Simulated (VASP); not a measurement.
Write the native input for VASP 6.6.1 that does the following.

```yaml
Task: single point
Functional: PBE
Potentials_or_basis: VASP PAW PBE potentials, release 64 (Si, C)
Cutoff: 520 eV
k_mesh: 1 × 1 × 1
Occupations: fermi-dirac, width 0.02 eV
Spin: no spin polarisation
Dipole_correction: no
Further_INCAR_settings: LREAL = Auto; ALGO = Normal; EDIFF = 1e-06; NBANDS = 163
```

The structure of Si62C (a cell with a defect) lies in POSCAR:

```
Si62C
1.0
   10.8600000000      0.0000000000      0.0000000000
    0.0000000000     10.8600000000      0.0000000000
    0.0000000000      0.0000000000     10.8600000000
Si C
62 1
Direct
    0.5008499079     -0.0012125230     -0.0022993554
    0.6251739411      0.1243954880      0.1242009208
    0.7506056169      0.2462962247     -0.0022836096
    0.8746181400      0.3788244015      0.1227604972
    0.7484411602     -0.0016284530      0.2526865562
    0.8748590239      0.1250520258      0.3734302947
   -0.0002072744      0.0035406077      0.0021648250
    0.1228286372      0.1301744015      0.1283303867
    0.2519888582      0.2493481584      0.0011801105
    0.3706756906      0.3784090239      0.1297710866
    0.4986110497      0.5036342541      0.0074848987
    0.6291336096      0.6307208103      0.1296051565
    0.7478897790      0.7521029466     -0.0044554328
    0.8713349908      0.8752690608      0.1232245856
    0.2460186004     -0.0033287293      0.2479243094
    0.3674013812      0.1335495396      0.3715068140
    0.5047804788      0.2551268877      0.2482232044
    0.6399162063      0.3860072744      0.3692343462
    0.7729390424      0.5216244015      0.2514592081
    0.4959275322      0.0060407919      0.4940236648
    0.6238016575      0.1257505525      0.6214355433
    0.7520203499      0.2510783610      0.4992511050
    0.8711627072      0.3721416206      0.6344798343
    0.7505836096     -0.0150367403      0.7322791897
    0.8726699816      0.1173624309      0.8655030387
    0.0047371087      0.4957274401     -0.0054175875
    0.1273370166      0.6247817680      0.1175652855
    0.2565621547      0.7514553407     -0.0066031308
    0.3769336096      0.8745843462      0.1255868324
    0.0006248619      0.2580334254      0.2549965930
    0.0974913444      0.4028511050      0.3859818600
    0.2438963168      0.5015653775      0.2563439227
    0.3775348066      0.6262172192      0.3751797422
    0.5063555249      0.7553360037      0.2576802026
    0.6298239411      0.8781256906      0.3857899632
   -0.0086343462     -0.0161306630      0.4944873849
    0.1223619705      0.1160378453      0.6154228361
    0.2364163904      0.2604451197      0.4921070902
    0.3776198895      0.3749684162      0.6177729282
    0.5115834254      0.5024418048      0.4968906998
    0.6617903315      0.6239921731      0.6108692449
    0.8597384899      0.8351483425      0.6010907919
    0.2517783610     -0.0021879374      0.7468325967
    0.3737167587      0.1241992634      0.8735561694
    0.4994863720      0.2490622468      0.7501934622
    0.6165789134      0.3727823204      0.8836733886
    0.7472930939      0.4914678637      0.7616643646
    0.8747809392      0.6241648250      0.8752206262
   -0.0134843462      0.7337838858      0.2399026703
    0.1147623389      0.8608586556      0.3677972376
   -0.0506999079      0.5465206262      0.5315545120
    0.1235067219      0.6296330571      0.6321161142
    0.2483177716      0.7476206262      0.4984259669
    0.3769340700      0.8740802026      0.6191948435
    0.0044634438      0.2419220074      0.7457492634
    0.1284543278      0.3704572744      0.8697612339
    0.2547471455      0.4975155617      0.7465627993
    0.3846104972      0.6265453959      0.8653173112
    0.5160800184      0.7465147330      0.7315441989
    0.6233390424      0.8752500921      0.8674434622
   -0.0006419890      0.7536335175      0.7544048803
    0.1249117864      0.8807382136      0.8768345304
    0.8226363720      0.6685350829      0.5592077348
```

One way to write it, as run:

INCAR

```
ALGO = Normal ; EDIFF = 1E-6
ENCUT = 520 ; GGA = PE
ISIF = 2 ; ISMEAR = -1
LASPH = T ; LCHARG = F
LREAL = Auto ; LWAVE = F
NBANDS = 163 ; NELM = 100
PREC = Accurate ; SIGMA = 0.02
```

KPOINTS

```
k-points
0
Gamma
  1 1 1
```

Potentials or basis: VASP PAW PBE potentials, release 64 (Si, C).

Run with:

```console
$ cat potpaw_PBE.64/Si/POTCAR potpaw_PBE.64/C/POTCAR > POTCAR
$ mpirun -np 1 vasp_gam > vasp.out
```

It gave:

```yaml
Pressure: 0.1 GPa
Largest_force: 0.287 eV/Å
```

Caveat: the k points lie up to 0.58 Å⁻¹ apart.

It took 6.9 min on 1 thread of Intel(R) Xeon(R) Platinum 8259CL CPU @ 2.50GHz (Skylake/Cascade Lake) (shared host), peak memory 1 GiB.
